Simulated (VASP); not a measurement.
Wanted: the native input for a VASP 6.6.1 run.

| Quantity | Value |
| --- | --- |
| Task | single point |
| Functional | PBEsol |
| Potentials or basis | VASP PAW PBE potentials, release 64 (W_sv, C) |
| Cutoff | 520 eV |
| k mesh | 18 × 18 × 16 |
| Occupations | gaussian, width 0.15 eV |
| Spin | no spin polarisation |
| Dipole correction | no |
| Further INCAR settings | ALGO = Normal; EDIFF = 1e-07; NBANDS = 16 |

The structure of WC lies in POSCAR:

```
WC
1.0
    2.9005014360      0.0000000000      0.0000000000
   -1.4502507180      2.5119079273      0.0000000000
    0.0000000000      0.0000000000      2.8290000000
W C
1 1
Direct
   -0.0447866734     -0.0895733468     -0.1590668081
    0.6666666667      0.3333333333      0.5000000000
```

This cell differs from its parent crystal: atom 1 (W) moved by (-0.225, -0.450) A along y and z.

One way to write it, as run:

INCAR

```
PREC = Accurate
ENCUT = 520
EDIFF = 1E-7
ISMEAR = 0
SIGMA = 0.15
LREAL = False
LASPH = True
NELM = 60
ALGO = Normal
ISIF = 2
LWAVE = False
LCHARG = False
GGA = PS
NBANDS = 16
```

KPOINTS

```
regular mesh
0
Gamma
  18 18 16
```

Potentials or basis: VASP PAW PBE potentials, release 64 (W_sv, C).

Run with:

```sh
$ cat potpaw_PBE.64/W_sv/POTCAR potpaw_PBE.64/C/POTCAR > POTCAR
$ mpirun -np 1 vasp_std > vasp.out
```

Results of the run:

The pressure is 57.7 GPa and the largest force is 11.231 eV/Å. The band gap on the k mesh is zero (bands 9 and 10 overlap by 1.49 eV).

Caveat: the cell differs from its parent crystal (atom 1 (W) moved by (-0.225, -0.450) A along y and z); the stress differs along the axes, from 21 to 95 GPa; the PAW data sets were made with another functional, which shifts forces and pressure a little; spin-orbit coupling is left out, which moves the levels of the heavy elements.

It took 6.2 min on 1 thread of Intel Xeon 8259CL, on a shared host, peak memory 0.54 GiB.
